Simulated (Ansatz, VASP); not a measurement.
**Two plane-wave programs on Te**

File INCAR:

```
SYSTEM = Te
PREC = Accurate ; ENCUT = 520
EDIFF = 1E-6 ; ISMEAR = -1
SIGMA = 0.05 ; LREAL = .False.
LASPH = .True. ; NELM = 60
ALGO = Normal ; ISIF = 2
LWAVE = .False. ; LCHARG = .False.
GGA = PE ; NBANDS = 16
```

The input KPOINTS:

```
regular mesh
0
Gamma
  3 3 2
  0 0 0
```

Contents of POSCAR:

```
Te
1.0
    4.5302708278      0.0000000000      0.0000000000
   -2.2651354139      3.9233296229      0.0000000000
    0.0000000000      0.0000000000      5.9374277250
Te
3
Direct
    0.2684005468      1.0000000000      0.3333333333
    0.0000000000      0.2684005468      0.6666666667
    0.7315994532      0.7315994532      0.0000000000
```

Input for Ansatz:

```yaml
crystal:
  lattice:
    - [4.5302708278, 0.0, 0.0]
    - [-2.2651354139, 3.9233296229, 0.0]
    - [0.0, 0.0, 5.937427725]
  atoms:
    - { symbol: Te, position: [0.2684005468, 1.0, 0.3333333333] }
    - { symbol: Te, position: [0.0, 0.2684005468, 0.6666666667] }
    - { symbol: Te, position: [0.7315994532, 0.7315994532, 0.0] }
hamiltonian:
  xc: pbe
  pseudopotentials:
    kind: paw
    azcp:
      Te: "pseudopotentials/Te.paw.azcp"
basis:
  ecutwfc: 420
  fft_grid_basis: typed
kpoints:
  mp_grid: { grid: [3, 3, 2], shift: [0, 0, 0] }
magnetization:
  spin_polarized: false
scf:
  occupations: { method: fermi_dirac, width: 0.05 }
  lower_state_search: "off"
output:
  stress: true
```

Alike in both runs: task single point; functional PBE; k mesh 3 × 3 × 2; occupations fermi-dirac, width 0.05 eV; no spin polarisation.

|  | VASP | Ansatz |
| --- | --- | --- |
| version | VASP 6.6.1 | Ansatz 0.2.0 |
| potentials or method | VASP PAW PBE potentials, release 64 (Te), cutoff 520 eV | plane waves (420 eV) with PAW, scalar-relativistic |
| valence electrons in the cell | 18 | 48 |

```tsv
	VASP	Ansatz	Ansatz less VASP
pressure (GPa)	0.4	0.4	0.00
traceless stress, the component that is largest in VASP (GPa)	-0.47	-0.51	-0.039
```

VASP's potentials hold 18 valence electrons a cell and Ansatz's 48, so a difference there can come from the potentials and not from the codes.

The k mesh is coarse, so the values compare programs but aren't converged. Spin-orbit coupling is off throughout.
